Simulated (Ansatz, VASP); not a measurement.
# Sb in VASP and in Ansatz

```xyz
1
Lattice="3.4128 0.0000 0.0000 0.0000 3.4128 0.0000 0.0000 0.0000 3.0336" Properties=species:S:1:pos:R:3 pbc="T T T"
Sb    0.0000    0.0000    0.0000
```

Change from the starting cell: strain +0.080 along x and y, -0.040 along z, atoms carried along.

Alike in both runs: task single point; functional PBEsol; k mesh 16 × 16 × 16; occupations gaussian, width 0.15 eV; no spin polarisation.

|  | VASP | Ansatz |
| --- | --- | --- |
| version | VASP 6.6.1 | Ansatz 0.2.0 |
| potentials or method | VASP PAW PBE potentials, release 64 (Sb), cutoff 520 eV | scalar-relativistic, plane waves, PAW |
| valence electrons in the cell | 5 | 15 |

|  | VASP | Ansatz | Ansatz less VASP |
| --- | --- | --- | --- |
| gap on the k mesh at the Fermi level (eV) | none | none | - |
| pressure (GPa) | -7.1 | -7.1 | -0.01 |
| traceless stress, the component that is largest in VASP (GPa) | 5.55 | 5.51 | -0.040 |

VASP's potentials were made for PBE, not for PBEsol. A gap of «none» marks a metal or a gap that the smearing closes. VASP's potentials hold 5 valence electrons a cell and Ansatz's 15, so a difference there can come from the potentials and not from the codes.

Neither program's run includes spin-orbit coupling.
